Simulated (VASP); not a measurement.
# AlN (P3m1) in VASP: further runs

AlN is run at these levels: LDA; tasks: single point.

Program: VASP 6.6.1. These are calculated values, not measurements. Logs are shortened: lines on timing, memory, paths and dates and some standing lists are left out, and cuts for length are marked.

## 1. The cell of the first run

Symmetry: P3m1, No. 156, trigonal system. Conventional cell: a = 3.089 Å, b = 3.089 Å, c = 9.587 Å, α = 90.00°, β = 90.00°, γ = 120.00°. Within 2.1 Å of Al (site symmetry 3m) lie 4 N at 1.59 to 1.88 Å. Within 2.5 Å of Al (site symmetry 3m) lie 4 N at 1.88 to 1.89 Å. Al (site symmetry 3m) has 4 N at 1.88 to 1.89 Å within 2.5 Å. Al (site symmetry 3m) has 4 N at 1.88 to 1.89 Å within 2.5 Å. Within 2.1 Å of N (site symmetry 3m) lie 4 Al at 1.59 to 1.88 Å. Within 2.5 Å of N (site symmetry 3m) lie 4 Al at 1.88 to 1.89 Å. Within 2.5 Å of N (site symmetry 3m) lie 4 Al at 1.88 to 1.89 Å. N (site symmetry 3m) has 4 Al at 1.88 to 1.89 Å within 2.5 Å.

## 2. Single point, LDA

Input file INCAR:

```
SYSTEM = AlN
PREC = Accurate
ENCUT = 520
EDIFF = 1E-6
ISMEAR = 0
SIGMA = 0.05
LREAL = .FALSE.
LASPH = .TRUE.
NELM = 60
ALGO = Normal
ISIF = 2
LWAVE = .FALSE.
LCHARG = .FALSE.
GGA = CA
NBANDS = 26
```

Input file KPOINTS:

```
Automatic mesh
0
G
  8 8 3
  0 0 0
```

Input file POSCAR:

```
AlN
1.0
   -3.0886152975      0.0000000000      0.0000000000
   -1.5443076488     -2.6748193102      0.0000000000
    0.0000000000      0.0000000000      9.5871685333
Al N
4 4
Direct
    0.3333333333      0.3333333333      0.9328142931
    0.3333333333      0.3333333333      0.4171683806
    0.6666666667      0.6666666667      0.1593454244
    0.6666666667      0.6666666667      0.6749913369
    0.3333333333      0.3333333333      0.0984775319
    0.3333333333      0.3333333333      0.6141234444
    0.6666666667      0.6666666667      0.3563004881
    0.6666666667      0.6666666667      0.8719464006
```

Potentials or basis: VASP PAW LDA potentials, release 64 (Al, N).

On the command line:

```console
$ cat potpaw_LDA.64/Al/POTCAR potpaw_LDA.64/N/POTCAR > POTCAR
$ mpirun -np 1 vasp_std > vasp.out
```

OUTCAR:

```text
SYSTEM = AlN
   PREC = Accurate
   ENCUT = 520
   EDIFF = 1E-6
   ISMEAR = 0
   LREAL = .FALSE.
   LASPH = .TRUE.
   NELM = 60
   ISIF = 2
   GGA = CA

 ion  position               nearest neighbor table
   1  0.333  0.333  0.933-   5 1.59   8 1.88   8 1.88   8 1.88   3 2.81   3 2.81   3 2.81   4 3.05
                             4 3.05   4 3.05
   2  0.333  0.333  0.417-   7 1.88   7 1.88   7 1.88   6 1.89   3 3.05   3 3.05   3 3.05   4 3.05
                             4 3.05   4 3.05
   3  0.667  0.667  0.159-   5 1.88   5 1.88   5 1.88   7 1.89   1 2.81   1 2.81   1 2.81   2 3.05
                             2 3.05   2 3.05
   4  0.667  0.667  0.675-   6 1.88   6 1.88   6 1.88   8 1.89   1 3.05   1 3.05   1 3.05   2 3.05
                             2 3.05   2 3.05
   5  0.333  0.333  0.098-   1 1.59   3 1.88   3 1.88   3 1.88
   6  0.333  0.333  0.614-   4 1.88   4 1.88   4 1.88   2 1.89
   7  0.667  0.667  0.356-   2 1.88   2 1.88   2 1.88   3 1.89
   8  0.667  0.667  0.872-   1 1.88   1 1.88   1 1.88   4 1.89

  LATTYP: Found a hexagonal cell.
 ALAT       =     3.0886152976
 C/A-ratio  =     3.1040345299

  Lattice vectors:

 A1 = (   1.5443076488,   2.6748193102,   0.0000000000)
 A2 = (  -3.0886152975,   0.0000000000,   0.0000000000)
 A3 = (   0.0000000000,   0.0000000000,   9.5871685333)

Analysis of symmetry for initial positions (statically):
=====================================================================
 Subroutine PRICEL returns:
 Original cell was already a primitive cell.

 Routine SETGRP: Setting up the symmetry group for a
 hexagonal supercell.

 Subroutine GETGRP returns: Found  6 space group operations
 (whereof  6 operations were pure point group operations)
 out of a pool of 24 trial point group operations.

The static configuration has the point symmetry C_3v.

Analysis of symmetry for dynamics (positions and initial velocities):
=====================================================================
 Subroutine PRICEL returns:
 Original cell was already a primitive cell.

 Routine SETGRP: Setting up the symmetry group for a
 hexagonal supercell.

 Subroutine GETGRP returns: Found  6 space group operations
 (whereof  6 operations were pure point group operations)
 out of a pool of 24 trial point group operations.

The dynamic configuration has the point symmetry C_3v.

 Subroutine INISYM returns: Found  6 space group operations
 (whereof  6 operations are pure point group operations),
 and found     1 'primitive' translations

----------------------------------------------------------------------------------------

                                     Primitive cell

  volume of cell :      79.2043

  direct lattice vectors                    reciprocal lattice vectors
    -3.088615298  0.000000000  0.000000000    -0.323769684  0.186928514  0.000000000
    -1.544307649 -2.674819310  0.000000000     0.000000000 -0.373857029  0.000000000
     0.000000000  0.000000000  9.587168533     0.000000000  0.000000000  0.104306083

  length of vectors
     3.088615298  3.088615298  9.587168533     0.373857029  0.373857029  0.104306083

  position of ions in fractional coordinates (direct lattice)
     0.333333333  0.333333333  0.932814293
     0.333333333  0.333333333  0.417168381
     0.666666667  0.666666667  0.159345424
     0.666666667  0.666666667  0.674991337
     0.333333333  0.333333333  0.098477532
     0.333333333  0.333333333  0.614123444
     0.666666667  0.666666667  0.356300488
     0.666666667  0.666666667  0.871946401

  ion indices of the primitive-cell ions
   primitive index   ion index
                 1           1
                 2           2
                 3           3
                 4           4
                 5           5
                 6           6
                 7           7
                 8           8

----------------------------------------------------------------------------------------

 KPOINTS: Automatic mesh

Automatic generation of k-mesh.
 Grid dimensions read from file:
 generate k-points for:    8    8    3

 Generating k-lattice:

  Cartesian coordinates                     Fractional coordinates (reciprocal lattice)
    -0.040471211  0.023366064  0.000000000     0.125000000  0.000000000  0.000000000
     0.000000000 -0.046732129  0.000000000     0.000000000  0.125000000  0.000000000
     0.000000000  0.000000000  0.034768694     0.000000000  0.000000000  0.333333333

  Length of vectors
     0.046732129  0.046732129  0.034768694

  Shift w.r.t. Gamma in fractional coordinates (k-lattice)
     0.000000000  0.000000000  0.000000000

 Subroutine IBZKPT returns following result:
 ===========================================

 Found     25 irreducible k-points:

 Following reciprocal coordinates:
            Coordinates               Weight
  0.000000  0.000000  0.000000      1.000000
  0.125000  0.000000  0.000000      6.000000
  0.250000  0.000000  0.000000      6.000000
  0.375000 -0.000000  0.000000      6.000000
  0.500000  0.000000  0.000000      3.000000
  0.250000  0.125000  0.000000      6.000000
[... 16 lines left out ...]
  0.375000  0.500000  0.333333     12.000000
  0.500000  0.250000  0.333333     12.000000
   k-points           NKPTS =     25   k-points in BZ     NKDIM =     25   number of bands    NBANDS=     26
   number of dos      NEDOS =    301   number of ions     NIONS =      8
   total plane-waves  NPLWV =  41472
   dimension x,y,z NGX =    24 NGY =   24 NGZ =   72
   dimension x,y,z NGXF=    48 NGYF=   48 NGZF=  144
   ions per type =               4   4
   NGX,Y,Z   is equivalent  to a cutoff of  12.92, 12.92, 12.49 a.u.
   NGXF,Y,Z  is equivalent  to a cutoff of  25.84, 25.84, 24.97 a.u.
 SYSTEM =  AlN
   PREC   = accura    normal or accurate (medium, high low for compatibility)
   ISTART =      0    job   : 0-new  1-cont  2-samecut
   ICHARG =      2    charge: 1-file 2-atom 10-const
   ISPIN  =      1    spin polarized calculation?
   LNONCOLLINEAR =      F non collinear calculations
   LSORBIT =      F    spin-orbit coupling
   LASPH  =      T    aspherical Exc in radial PAW
   ENCUT  =  520.0 eV  38.22 Ry    6.18 a.u.   5.74  5.74 17.83*2*pi/ulx,y,z
   NELM   =     60;   NELMIN=  2; NELMDL= -5     # of ELM steps
   EDIFF  = 0.1E-05   stopping-criterion for ELM
   LREAL  =      F    real-space projection
   EDIFFG = 0.1E-04   stopping-criterion for IOM
   NSW    =      0    number of steps for IOM
   IBRION =     -1    ionic relax: 0-MD 1-quasi-New 2-CG
   NFREE  =      0    steps in history (QN), initial steepest desc. (CG)
   ISIF   =      2    stress and relaxation
   ISYM   =      2    0-nonsym 1-usesym 2-fastsym
   POTIM  = 0.5000    time-step for ionic-motion
   TEBEG  =    0.0;   TEEND  =   0.0 temperature during run
   PSTRESS=    0.0 pullay stress
   NELECT =      32.0000    total number of electrons
   NUPDOWN=      -1.0000    fix difference up-down
   EMIN   =  10.00;   EMAX   =-10.00  energy-range for DOS
   EFERMI =   0.00;   METHOD = LEGACY
   ISMEAR =     0;   SIGMA  =   0.05  broadening in eV -4-tet -1-fermi 0-gaus
   EFERMI_NEDOS =   21; number of points for ismear=-14 and -15
   IALGO  =     38    algorithm
   IMIX   =      4    mixing-type and parameters
     AMIX     =   0.40;   BMIX     =  1.00
     AMIX_MAG =   1.60;   BMIX_MAG =  1.00
  volume/ion in A,a.u.               =       9.90        66.81
  Fermi-wavevector in a.u.,A,eV,Ry     =   1.210251  2.287042 19.928540  1.464706
  Thomas-Fermi vector in A             =   2.345803
   LORBIT       =      0    0 simple, 1 ext, 2 COOP (PROOUT), +10 PAW based schemes
   GGA     = CA    functional components
   LHFCALC =     F    Hartree Fock is set to
   AEXX    =    0.0000 exact exchange contribution
   IVDW    =     0    specifies the selected vdW correction
   LEPSILON=     F    determine dielectric tensor
   LRPA    =     F    only Hartree local field effects (RPA)
 non-spin polarized calculation
 Gauss-broadening in eV      SIGMA  =   0.05
  energy-cutoff  :      520.00
  volume of cell :       79.20
 maximum number of plane-waves:      2160
   NGX = 11   NGY = 11   NGZ = 35

 number of electron      31.9999999 magnetization

 Free energy of the ion-electron system (eV)
  ---------------------------------------------------
  ext. energy  EPLUGINS =         0.00000000
  ---------------------------------------------------
  free energy    TOTEN  =       -64.59839044 eV

  energy without entropy =      -64.59839044  energy(sigma->0) =      -64.59839044

 E-fermi :   6.6906     XC(G=0): -11.4687

 val. band max:        6.4345005368   @ k =   0.0000   0.0000   0.0000
 cond. band min:      11.0455831059   @ k =   0.0000   0.0000   0.0000
 fundamental gap:      4.6110825690
 Fermi energy:         6.6906176017

 k-point     1 :       0.0000    0.0000    0.0000
  band No.  band energies     occupation
      1      -9.2388      2.00000
      2      -8.0968      2.00000
      3      -7.6500      2.00000
      4      -6.3100      2.00000
      5       0.1946      2.00000
      6       2.9650      2.00000
[... 18 lines left out ...]
     25      17.7396      0.00000
     26      17.7569      0.00000

 k-point     2 :       0.1250    0.0000    0.0000
  band No.  band energies     occupation
      1      -9.0364      2.00000
      2      -7.9125      2.00000
      3      -7.4708      2.00000
      4      -6.1992      2.00000
      5       0.4306      2.00000
      6       2.8425      2.00000
[... 18 lines left out ...]
     25      17.6278      0.00000
     26      18.1678      0.00000

 k-point     3 :       0.2500    0.0000    0.0000
  band No.  band energies     occupation
      1      -8.4740      2.00000
      2      -7.4104      2.00000
      3      -6.9879      2.00000
      4      -5.9408      2.00000
      5       1.0962      2.00000
      6       1.8501      2.00000
[... 572 lines left out ...]
 k-point    23 :       0.3750    0.5000    0.3333
  band No.  band energies     occupation
      1      -7.3424      2.00000
      2      -6.5048      2.00000
      3      -6.0927      2.00000
      4      -5.7490      2.00000
      5       0.3050      2.00000
      6       0.9141      2.00000
[... 18 lines left out ...]
     25      17.1616      0.00000
     26      17.5787      0.00000

 k-point    24 :       0.5000    0.2500    0.3333
  band No.  band energies     occupation
      1      -7.3747      2.00000
      2      -6.5386      2.00000
      3      -6.0879      2.00000
      4      -5.7199      2.00000
      5       0.8039      2.00000
      6       1.3480      2.00000
[... 18 lines left out ...]
     25      17.5271      0.00000
     26      17.9925      0.00000

 [... further k-points ...]
[... 5 lines left out ...]
  --------------------------------------------------------------------------------------
  -------------------------------------------------------------------------------------
  Total        1.2033686      1.2033686     15.0766894      0.0000000      0.0000000      0.0000000
  in kB       24.3422444     24.3422444    304.9775980      0.0000000      0.0000000      0.0000000
  external PRESSURE =     117.8873623 kB  Pullay stress =       0.0000000 kB

 VOLUME and BASIS-vectors are now :
 -----------------------------------------------------------------------------
  energy-cutoff  :      520.00
  volume of cell :       79.20
      direct lattice vectors                 reciprocal lattice vectors
    -3.088615298  0.000000000  0.000000000    -0.323769684  0.186928514  0.000000000
    -1.544307649 -2.674819310  0.000000000     0.000000000 -0.373857029  0.000000000
     0.000000000  0.000000000  9.587168533     0.000000000  0.000000000  0.104306083

 POSITION                                       TOTAL-FORCE (eV/Angst)
 -----------------------------------------------------------------------------------
     -1.54431     -0.89161      8.94305         0.000000      0.000000     -8.721890
     -1.54431     -0.89161      3.99946         0.000000     -0.000000      0.268159
     -3.08862     -1.78321      1.52767         0.000000      0.000000      0.633190
     -3.08862     -1.78321      6.47126        -0.000000     -0.000000      0.284378
     -1.54431     -0.89161      0.94412        -0.000000      0.000000      8.615242
     -1.54431     -0.89161      5.88770        -0.000000     -0.000000     -0.266912
     -3.08862     -1.78321      3.41591         0.000000     -0.000000     -0.284008
     -3.08862     -1.78321      8.35950         0.000000      0.000000     -0.528159
 -----------------------------------------------------------------------------------
    total drift:                               -0.000000     -0.000000      0.000574

  FREE ENERGIE OF THE ION-ELECTRON SYSTEM (eV)
  ---------------------------------------------------
  free  energy   TOTEN  =       -64.5983904408 eV

  energy  without entropy=      -64.5983904408  energy(sigma->0) =      -64.59839044
```

Run time: 33 s. Hardware: 1 thread of Intel Xeon 8259CL, shared host; peak memory 0.17 GiB.

Results:

| Quantity | Value |
| --- | --- |
| Free energy | -64.5984 eV |
| Pressure | 11.8 GPa |
| Largest force | 8.722 eV/Å |
| Band gap on the k mesh | 4.61 eV |

Forces on the atoms (eV/Å):
```
Al   0.000  0.000 -8.722
Al   0.000  0.000  0.268
Al   0.000  0.000  0.633
Al   0.000  0.000  0.284
N    0.000  0.000  8.615
N    0.000  0.000 -0.267
N    0.000  0.000 -0.284
N    0.000  0.000 -0.528
```

Caveat: the stress differs along the axes, from 2 to 30 GPa; forces of over 1 eV/Å act on the atoms, so gaps and moduli don't describe the material at rest. A k mesh can miss the band edges.

## 3. Single point, LDA

This run uses another cell than the first one, of 10.52 Å³/atom.

Input file INCAR:

```
PREC     = Accurate       # precision mode
ENCUT    = 520            # plane-wave cutoff, eV
EDIFF    = 1E-7           # SCF threshold, eV
ISMEAR   = 0              # smearing method
SIGMA    = 0.05           # smearing width, eV
LREAL    = False          # projectors in reciprocal space
LASPH    = True           # aspherical terms in the spheres
NELM     = 100            # most SCF steps
ALGO     = Normal         # electronic algorithm
ISIF     = 2              # what is computed and relaxed
LWAVE    = False          # write WAVECAR
LCHARG   = False          # write CHGCAR
NBANDS   = 26             # bands
```

Input file KPOINTS:

```
Automatic mesh
0
Gamma
  8 8 3
```

Input file POSCAR:

```
AlN
1.0
   -3.0886152975      0.0000000000      0.0000000000
   -1.5443076488     -2.6748193102      0.0000000000
    0.0000000000      0.0000000000     10.1871685333
Al N
4 4
Direct
    0.3333333333      0.3333333333      0.8778737497
    0.3333333333      0.3333333333      0.3925981551
    0.6666666667      0.6666666667      0.1499603578
    0.6666666667      0.6666666667      0.6352359524
    0.3333333333      0.3333333333      0.0926774394
    0.3333333333      0.3333333333      0.5779530340
    0.6666666667      0.6666666667      0.3353152367
    0.6666666667      0.6666666667      0.8205908312
```

Potentials or basis: VASP PAW LDA potentials, release 64 (Al, N).

On the command line:

```console
$ cat potpaw_LDA.64/Al/POTCAR potpaw_LDA.64/N/POTCAR > POTCAR
$ mpirun -np 1 vasp_std > vasp.out
```

Run time: 49 s. Hardware: 1 thread of Intel Xeon 8259CL, shared host; peak memory 0.18 GiB.

It converged, with:

| Property | Result |
| --- | --- |
| Free energy | -65.2743 eV |
| Pressure | -3.1 GPa |
| Largest force | 1.916 eV/Å |
| Band gap on the k mesh | 3.79 eV |

Forces on the atoms (eV/Å):
```
Al   0.000  0.000  1.916
Al   0.000  0.000 -0.344
Al   0.000  0.000 -0.724
Al   0.000  0.000 -0.346
N    0.000  0.000 -1.632
N    0.000  0.000  0.334
N    0.000  0.000  0.358
N    0.000  0.000  0.438
```

Stress tensor (GPa, compression positive):
```
-0.18  0.00  0.00
 0.00 -0.18  0.00
 0.00  0.00 -9.08
```

Levels at points of the mesh, in eV from the valence-band top:
```
           k point  band 12  band 13  band 14  band 15  band 16  band 17  band 18  band 19  band 20  band 21
(0.00, 0.00, 0.00)    -0.62    -0.62    -0.25     0.00     0.00     3.79     6.02     6.30     6.80     8.86
(0.50, 0.00, 0.00)    -1.90    -1.69    -1.47    -1.24    -0.70     4.64     4.83     5.40     5.68     7.46
```

Caveat: the stress differs along the axes, from -9 to -0 GPa; forces of over 1 eV/Å act on the atoms, so gaps and moduli don't describe the material at rest. A k mesh can miss the band edges.

## 4. Single point, LDA

This run uses another cell than the first one, of 10.93 Å³/atom.

Input file INCAR:

```
ALGO = Normal ; EDIFF = 1E-7
ENCUT = 520 ; GGA = CA
ISIF = 2 ; ISMEAR = 0
LASPH = True ; LCHARG = False
LREAL = False ; LWAVE = False
NBANDS = 26 ; NELM = 100
PREC = Accurate ; SIGMA = 0.05
```

Input file KPOINTS:

```
k-points
0
Gamma
  8 8 3
```

Input file POSCAR:

```
AlN
1.0
   -3.0886152975      0.0000000000      0.0000000000
   -1.5443076488     -2.6748193102      0.0000000000
    0.0000000000      0.0000000000     10.5871685333
Al N
4 4
Direct
    0.3333333333      0.3333333333      0.8447062886
    0.3333333333      0.3333333333      0.3777651748
    0.6666666667      0.6666666667      0.1442946180
    0.6666666667      0.6666666667      0.6112357317
    0.3333333333      0.3333333333      0.0891759389
    0.3333333333      0.3333333333      0.5561170527
    0.6666666667      0.6666666667      0.3226464958
    0.6666666667      0.6666666667      0.7895876096
```

On the command line:

```console
$ cat potpaw_LDA.64/Al/POTCAR potpaw_LDA.64/N/POTCAR > POTCAR
$ mpirun -np 1 vasp_std > vasp.out
```

Wall time 74 s (1 thread of Intel Xeon 8259CL, shared host); peak memory 0.19 GiB.

Results (log left out):

```
Free energy            : -64.2926 eV
Pressure               : -4.3 GPa
Largest force          : 1.907 eV/Å
Band gap on the k mesh : 2.21 eV
```

Forces on the atoms (eV/Å):
```
Al   0.000  0.000  1.907
Al   0.000  0.000 -0.787
Al   0.000  0.000 -1.584
Al   0.000  0.000 -0.778
N    0.000  0.000 -1.191
N    0.000  0.000  0.754
N    0.000  0.000  0.818
N    0.000  0.000  0.861
```

Stress tensor (GPa, compression positive):
```
 -0.45   0.00   0.00
  0.00  -0.45   0.00
  0.00   0.00 -11.90
```

Levels at points of the mesh, in eV from the valence-band top:
| k point | band 14 | band 15 | band 16 | band 17 | band 18 | band 19 |
| --- | --- | --- | --- | --- | --- | --- |
| (0.00, 0.00, 0.00) | -0.93 | 0.00 | 0.00 | 2.21 | 4.87 | 5.30 |
| (0.50, 0.00, 0.00) | -2.09 | -1.19 | -0.79 | 3.18 | 3.66 | 4.64 |

Caveat: the stress differs along the axes, from -12 to -0 GPa; forces of over 1 eV/Å act on the atoms, so gaps and moduli don't describe the material at rest.

## 5. The runs side by side

| cell | gap on the mesh (eV) | pressure (GPa) | largest force (eV/Å) |
| --- | --- | --- | --- |
| a = 3.089, b = 3.089, c = 9.587 Å, angles 90.0, 90.0, 60.0°, 8 atoms | 4.61 | 11.8 | 8.72 |
| a = 3.089, b = 3.089, c = 10.187 Å, angles 90.0, 90.0, 60.0°, 8 atoms | 3.79 | -3.1 | 1.92 |
| a = 3.089, b = 3.089, c = 10.587 Å, angles 90.0, 90.0, 60.0°, 8 atoms | 2.21 | -4.3 | 1.91 |

Alike in all rows: task single point; level LDA; potentials or basis VASP PAW LDA potentials, release 64 (Al, N); no spin polarisation; k mesh 8 × 8 × 3; cutoff (eV) 520; smearing gaussian 0.05 eV.

Caveats: forces of over 1 eV/Å act on the atoms, so gaps and moduli don't describe the material at rest; the stress differs along the axes, from 2 to 30 GPa (at least some runs); the stress differs along the axes, from -9 to -0 GPa (at least some runs); the stress differs along the axes, from -12 to -0 GPa (at least some runs).

Total energies depend on the potentials used, so only differences within one code and one set of settings carry meaning.
